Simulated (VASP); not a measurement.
# CaF (P4/mmm) in VASP: notebook, part 2 of 2

VASP 6.6.1.

### Step 5. Single point, PBE

This run uses another cell than the first one, of 34.61 Å³/atom.

Input file INCAR:

```
ALGO = Normal
EDIFF = 1E-6
ENCUT = 600
GGA = PE
GGA_COMPAT = False
ISIF = 2
ISMEAR = 0
LASPH = True
LCHARG = False
LREAL = False
LWAVE = False
NBANDS = 16
NELM = 120
PREC = Accurate
SIGMA = 0.1
```

Input file KPOINTS:

```
k-points
0
Gamma
  14 14 14
```

Input file POSCAR:

```
CaF
1.0
    4.0286138404      0.0000000000      0.0000000000
    0.0000000000      4.0286138404      0.0000000000
    0.0000000000      0.0000000000      4.2649313442
Ca F
1 1
Direct
    0.0000000000      0.0000000000      0.5000000000
    0.0000000000      0.0000000000      0.0000000000
```

Potentials or basis: VASP PAW PBE potentials, release 64 (Ca_sv, F).

Launch:

```bash
> cat potpaw_PBE.64/Ca_sv/POTCAR potpaw_PBE.64/F/POTCAR > POTCAR
> mpirun -np 1 vasp_std > vasp.out
```

OUTCAR:

```text
EDIFF = 1E-6
   ENCUT = 600
   GGA = PE
   ISIF = 2
   ISMEAR = 0
   LASPH = True
   LREAL = False
   NELM = 120
   PREC = Accurate

 ion  position               nearest neighbor table
   1  0.000  0.000  0.500-   2 2.13   2 2.13
   2  0.000  0.000  0.000-   1 2.13   1 2.13

  LATTYP: Found a simple tetragonal cell.
 ALAT       =     4.0286138404
 C/A-ratio  =     1.0586597557

  Lattice vectors:

 A1 = (   4.0286138404,   0.0000000000,   0.0000000000)
 A2 = (   0.0000000000,   4.0286138404,   0.0000000000)
 A3 = (   0.0000000000,   0.0000000000,   4.2649313442)

Analysis of symmetry for initial positions (statically):
=====================================================================
 Subroutine PRICEL returns:
 Original cell was already a primitive cell.

 Routine SETGRP: Setting up the symmetry group for a
 simple tetragonal supercell.

 Subroutine GETGRP returns: Found 16 space group operations
 (whereof 16 operations were pure point group operations)
 out of a pool of 16 trial point group operations.

The static configuration has the point symmetry D_4h.

[... 158 lines left out ...]
  energy without entropy =       -8.64929516  energy(sigma->0) =       -8.65122087

 E-fermi :   0.7868     XC(G=0):  -6.6699

 val. band max:        0.7474935559   @ k =   0.3571   0.0714   0.3571
 cond. band min:       0.8001972128   @ k =   0.4286   0.0714   0.1429
 fundamental gap:      0.0527036569
 Fermi energy:         0.7868057239

 k-point     1 :       0.0000    0.0000    0.0000
  band No.  band energies     occupation
      1     -41.2397      2.00000
      2     -23.5999      2.00000
      3     -22.3117      2.00000
      4     -22.3117      2.00000
      5     -22.1829      2.00000
      6      -4.8571      2.00000
[... 433 lines left out ...]
      3     -22.3527      2.00000
      4     -22.3285      2.00000
      5     -22.1774      2.00000
      6      -4.9648      2.00000
[... 8 lines left out ...]
     15       6.0220      0.00000
     16       7.8910      0.00000

 [... further k-points ...]

------------------------ aborting loop because EDIFF is reached ----------------------------------------

  FORCE on cell =-STRESS in cart. coord.  units (eV):
  Direction    XX          YY          ZZ          XY          YZ          ZX
  --------------------------------------------------------------------------------------
  -------------------------------------------------------------------------------------
  Total       -0.0400133     -0.0400133      0.2512595      0.0000000      0.0000000     -0.0000000
  in kB       -0.9261724     -0.9261724      5.8158028      0.0000000      0.0000000     -0.0000000
  external PRESSURE =       1.3211527 kB  Pullay stress =       0.0000000 kB

 VOLUME and BASIS-vectors are now :
 -----------------------------------------------------------------------------
  energy-cutoff  :      600.00
  volume of cell :       69.22
      direct lattice vectors                 reciprocal lattice vectors
     4.028613840  0.000000000  0.000000000     0.248224337  0.000000000  0.000000000
     0.000000000  4.028613840  0.000000000     0.000000000  0.248224337  0.000000000
     0.000000000  0.000000000  4.264931344     0.000000000  0.000000000  0.234470363

 POSITION                                       TOTAL-FORCE (eV/Angst)
 -----------------------------------------------------------------------------------
      0.00000      0.00000      2.13247         0.000000      0.000000      0.000000
      0.00000      0.00000      0.00000         0.000000      0.000000      0.000000
 -----------------------------------------------------------------------------------
    total drift:                                0.000000      0.000000      0.000000

  FREE ENERGIE OF THE ION-ELECTRON SYSTEM (eV)
  ---------------------------------------------------
  free  energy   TOTEN  =        -8.6531465793 eV

  energy  without entropy=       -8.6492951634  energy(sigma->0) =       -8.65122087
```

stdout:

```text
POSCAR found type information on POSCAR CaF
 POSCAR found :  2 types and       2 ions
 scaLAPACK will be used
 LDA part: xc-table for (Slater+PW92), standard interpolation
 POSCAR, INCAR and KPOINTS ok, starting setup
 FFT: planning ... GRIDC
 FFT: planning ... GRID_SOFT
 FFT: planning ... GRID
 WAVECAR not read
 entering main loop
```

Wall time 11 min (1 thread of Intel Xeon 8259CL, shared host); peak memory 0.49 GiB.

Results:

| Quantity | Value |
| --- | --- |
| Free energy | -8.6531 eV |
| Pressure | 0.1 GPa |
| Band gap on the k mesh | zero (an odd number of electrons rules out a gap without spin polarisation) |

Stress tensor (GPa, compression positive):
```
-0.09  0.00  0.00
 0.00 -0.09  0.00
 0.00  0.00  0.58
```

Levels at points of the mesh, in eV from the Fermi level:
```tsv
k point	band 4	band 5	band 6	band 7	band 8	band 9	band 10	band 11	band 12	band 13
(0.00, 0.00, 0.00)	-23.10	-22.97	-5.64	-5.54	-5.54	-2.03	1.29	3.46	3.51	3.51
(0.50, 0.00, 0.00)	-23.09	-22.97	-5.82	-5.62	-5.51	0.18	0.69	2.61	2.67	3.59
(0.50, 0.50, 0.00)	-23.15	-22.96	-5.75	-5.75	-5.61	0.44	2.84	2.84	2.97	2.97
(0.00, 0.00, 0.50)	-23.09	-21.61	-7.04	-5.73	-5.73	-1.14	1.52	1.90	3.51	4.17
(0.50, 0.00, 0.50)	-23.09	-21.61	-7.01	-6.02	-5.71	0.73	1.32	2.65	2.80	4.22
(0.50, 0.50, 0.50)	-23.14	-21.61	-6.99	-5.96	-5.96	0.98	3.33	3.33	3.44	3.44
```

Caveat: an odd number of electrons without spin polarisation forces a metal; a magnetic or distorted state may lie lower.

### Step 6. Relaxation of cell and atoms, PBE

This run uses another cell than the first one, of 33.45 Å³/atom.

Input file INCAR:

```
ALGO = Normal ; EDIFF = 1E-7
EDIFFG = -0.01 ; ENCUT = 600
GGA = PE ; GGA_COMPAT = False
IBRION = 2 ; ISIF = 3
ISMEAR = 0 ; LASPH = True
LCHARG = False ; LREAL = False
LWAVE = False ; NELM = 120
NELMIN = 4 ; NSW = 100
PREC = Accurate ; SIGMA = 0.1
```

KPOINTS is that of step 5.

Input file POSCAR:

```
CaF
1.0
    3.9612298343      0.0000000000      0.0000000000
    0.0000000000      3.9612298343      0.0000000000
    0.0000000000      0.0000000000      4.2639492423
Ca F
1 1
Direct
    0.0000000000      0.0000000000      0.5000000000
    0.0000000000      0.0000000000      0.0000000000
```

Potentials or basis: VASP PAW PBE potentials, release 64 (Ca_sv, F).

Launch:

```bash
> cat potpaw_PBE.64/Ca_sv/POTCAR potpaw_PBE.64/F/POTCAR > POTCAR
> mpirun -np 1 vasp_std > vasp.out
```

Wall time 47 min (1 thread of Intel Xeon 8259CL, shared host); peak memory 0.45 GiB.

It converged, with:

- Free energy: -8.6519 eV
- Relaxed volume: 34.37 Å³/atom
- Relaxed cell: a = 4.009 Å, b = 4.009 Å, c = 4.278 Å, α = 90.00°, β = 90.00°, γ = 90.00°
- Space group after relaxing (to 0.1 Å): P4/mmm (No. 123)
- Energy gained by relaxing: 0.7 meV/atom
- Ionic steps: 8
- Pressure after relaxing: 0.0 GPa
- Band gap on the k mesh: zero (an odd number of electrons rules out a gap without spin polarisation)

The path:
```csv
step,energy change (eV),largest force (eV/Å),pressure (GPa),volume (Å³)
1,0.0000,0.0000,0.38,66.91
2,-0.0002,0.0000,-0.14,67.67
3,-0.0007,0.0000,0.09,67.33
4,-0.0009,0.0000,0.05,67.58
5,-0.0011,0.0000,0.04,67.80
6,-0.0014,0.0000,0.03,68.26
7,-0.0014,0.0000,-0.02,69.18
8,-0.0015,0.0000,0.00,68.74
```

Final structure:
```cif
data_structure
_symmetry_space_group_name_H-M 'P 1'
_symmetry_Int_Tables_number 1
_cell_length_a 4.0086
_cell_length_b 4.0086
_cell_length_c 4.2778
_cell_angle_alpha 90.000
_cell_angle_beta 90.000
_cell_angle_gamma 90.000
_cell_volume 68.74
loop_
_atom_site_label
_atom_site_type_symbol
_atom_site_fract_x
_atom_site_fract_y
_atom_site_fract_z
_atom_site_occupancy
Ca1 Ca 0.00000 0.00000 0.50000 1
F1 F 0.00000 0.00000 0.00000 1
```

Levels at points of the mesh, in eV from the Fermi level:
```csv
k point,band 5,band 6,band 7,band 8,band 9,band 10,band 11,band 12
"(0.00, 0.00, 0.00)",-22.96,-5.62,-5.49,-5.49,-2.04,1.29,3.48,3.52
"(0.50, 0.00, 0.00)",-22.96,-5.79,-5.60,-5.47,0.18,0.71,2.59,2.68
"(0.50, 0.50, 0.00)",-22.95,-5.72,-5.72,-5.59,0.43,2.83,2.83,3.02
"(0.00, 0.00, 0.50)",-21.63,-7.00,-5.68,-5.68,-1.16,1.51,1.91,3.52
"(0.50, 0.00, 0.50)",-21.63,-6.96,-5.98,-5.66,0.72,1.31,2.65,2.81
"(0.50, 0.50, 0.50)",-21.62,-6.94,-5.92,-5.92,0.96,3.32,3.32,3.46
```

Caveat: an odd number of electrons without spin polarisation forces a metal; a magnetic or distorted state may lie lower.

### Step 7. Summary

| task | spin | cell | k mesh | gap on the mesh (eV) | pressure (GPa) | moment (μB) | relaxed volume (Å³/atom) |
| --- | --- | --- | --- | --- | --- | --- | --- |
| relaxation of cell and atoms | off | relaxed from a = 2.901, b = 2.901, c = 4.419 Å, 2 atoms | 6 × 6 × 4 | none | 0.0 | - | 28.19 |
| single point | collinear | a = 2.901, b = 2.901, c = 4.419 Å, 2 atoms | 6 × 6 × 4 | none | 7.4 | 0.21 | - |
| single point | collinear | a = 3.961, b = 3.961, c = 4.264 Å, 2 atoms | 4 × 4 × 4 | none | 0.3 | 0.00 | - |
| single point | off | a = 4.029, b = 4.029, c = 4.265 Å, 2 atoms | 14 × 14 × 14 | none | 0.1 | - | - |
| relaxation of cell and atoms | off | relaxed from a = 3.961, b = 3.961, c = 4.264 Å, 2 atoms | 14 × 14 × 14 | none | 0.0 | - | 34.37 |

Alike in all rows: level PBE; potentials or basis VASP PAW PBE potentials, release 64 (Ca_sv, F); cutoff (eV) 600; smearing gaussian 0.1 eV.

Caveats: some runs use coarse meshes; an odd number of electrons without spin polarisation forces a metal (at least some runs); a magnetic or distorted state may lie lower (at least some runs); the volume moved by over 15 % at a fixed basis, so the end points are rough (at least some runs).

Absolute energies hang on the potentials; compare differences alone.
